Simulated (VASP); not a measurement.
Wanted: the native input for a VASP 6.6.1 run.

```yaml
Task: single point
Functional: PBEsol
Potentials_or_basis: VASP PAW PBE potentials, release 64 (Li_sv, H)
Cutoff: 520 eV
k_mesh: 9 × 9 × 4
Occupations: fermi-dirac, width 0.03 eV
Spin: no spin polarisation
Dipole_correction: no
Further_INCAR_settings: ALGO = Normal; EDIFF = 1e-06; NBANDS = 15
```

The structure of LiH lies in POSCAR:

```
LiH
1.0
    2.8141778806      0.0000000000      0.0000000000
   -1.4070889403      2.4371495354      0.0000000000
    0.0000000000      0.0000000000      6.8930744544
Li H
3 3
Direct
    0.3333256029      0.0000000000      0.6666666667
    0.6666743971      0.6666743971      0.0000000000
    0.0000000000      0.3333256029      0.3333333333
    0.3333292951      0.0000000000      0.1666666667
    0.6666707049      0.6666707049      0.5000000000
    0.0000000000      0.3333292951      0.8333333333
```

These files were run (other wordings do the same):

INCAR

```
ALGO = Normal
EDIFF = 1E-6
ENCUT = 520
GGA = PS
ISIF = 2
ISMEAR = -1
LASPH = T
LCHARG = F
LREAL = F
LWAVE = F
NBANDS = 15
NELM = 60
PREC = Accurate
SIGMA = 0.03
```

KPOINTS

```
k-points
0
Gamma
  9 9 4
```

Potentials or basis: VASP PAW PBE potentials, release 64 (Li_sv, H).

Run with:

```console
$ cat potpaw_PBE.64/Li_sv/POTCAR potpaw_PBE.64/H/POTCAR > POTCAR
$ mpirun -np 1 vasp_std > vasp.out
```

Results of the run:

| Item | Value |
| --- | --- |
| Band gap on the k mesh | 3.03 eV |

It took 26 s on 1 thread of Intel(R) Xeon(R) Platinum 8259CL CPU @ 2.50GHz (Skylake/Cascade Lake), on a shared host, peak memory 0.17 GiB.
